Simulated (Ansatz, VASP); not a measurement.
# AgCl: VASP beside Ansatz

```
Ag Cl
1.0
     3.43397    0.00000    0.00000
     0.00000    3.53699    0.00000
     0.00000    0.00000    3.43397
Ag Cl
1 1
Direct
  0.00000 0.00000 0.00000
  0.50000 0.50000 0.50000
```

Change from the starting cell: strain +0.0300 x Voigt [0, 1, 0, 0, 0, 0], atoms carried along.

Alike in both runs: task single point; functional r2SCAN; k mesh 8 × 8 × 8; occupations gaussian, width 0.05 eV; no spin polarisation.

```csv
,VASP,Ansatz
version,VASP 6.6.1,Ansatz 0.2.0
potentials or method,"VASP PAW PBE potentials, release 64 (Ag, Cl), cutoff 520 eV","scalar-relativistic, plane waves, PAW"
valence electrons in the cell,18,26
```

|  | VASP | Ansatz | Ansatz less VASP |
| --- | --- | --- | --- |
| gap on the k mesh at the Fermi level (eV) | 1.12 | 1.16 | +0.039 |
| least direct gap on the mesh (eV) | 2.51 | 2.53 | +0.016 |
| pressure (GPa) | -3.2 | -3.1 | +0.10 |
| traceless stress, the component that is largest in VASP (GPa) | -1.02 | -1.03 | -0.012 |

VASP's potentials were made for PBE, not for r2SCAN. The functional is the same, so the differences come from potentials, cutoffs and numerics. VASP's potentials hold 18 valence electrons a cell and Ansatz's 26, so a difference there can come from the potentials and not from the codes.
